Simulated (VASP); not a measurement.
Write the native input for VASP 6.6.1 that does the following.

- Task: single point
- Functional: PBE
- Potentials or basis: VASP PAW PBE potentials, release 64 (W_sv, S)
- Cutoff: 520 eV
- k mesh: 14 × 14 × 14
- Occupations: gaussian, width 0.1 eV
- Spin: collinear spin, ferromagnetic start
- Starting moments: [2.5, 0.0] μB
- Dipole correction: no
- Further INCAR settings: ALGO = Normal; EDIFF = 1e-06; NBANDS = 21

The structure of WS lies in POSCAR:

```
WS
1.0
    3.0080722431      0.0000000000      0.0000000000
    0.0000000000      3.0080722431      0.0000000000
    0.0000000000      0.0000000000      3.0080722431
W S
1 1
Direct
    0.0000000000      0.0000000000      0.0000000000
    0.5000000000      0.5000000000      0.5000000000
```

One way to write it, as run:

INCAR

```
PREC = Accurate
ENCUT = 520
EDIFF = 1E-6
ISMEAR = 0
SIGMA = 0.1
LREAL = F
LASPH = T
NELM = 150
ALGO = Normal
ISIF = 2
LWAVE = F
LCHARG = T
ISPIN = 2
MAGMOM = 2.5 0
LORBIT = 11
LMAXMIX = 4
GGA = PE
LELF = T
LVHAR = T
NBANDS = 21
```

KPOINTS

```
Automatic mesh
0
Gamma
  14 14 14
```

Potentials or basis: VASP PAW PBE potentials, release 64 (W_sv, S).

Launch:

```sh
$ cat potpaw_PBE.64/W_sv/POTCAR potpaw_PBE.64/S/POTCAR > POTCAR
$ mpirun -np 1 vasp_std > vasp.out
```

It gave:

| Quantity | Value |
| --- | --- |
| Pressure | 0.4 GPa |
| Band gap on the k mesh | zero (filled and empty bands overlap) |
| Net moment | 0.00 μB per cell |
| Valence electrons inside the program's atomic spheres | W 12.02; S 3.62 |

Caveat: spin-orbit coupling is left out, which moves the levels of the heavy elements.

It took 73 s on 1 thread of Intel(R) Xeon(R) Platinum 8259CL CPU @ 2.50GHz (Skylake/Cascade Lake), on a shared host, peak memory 0.22 GiB.
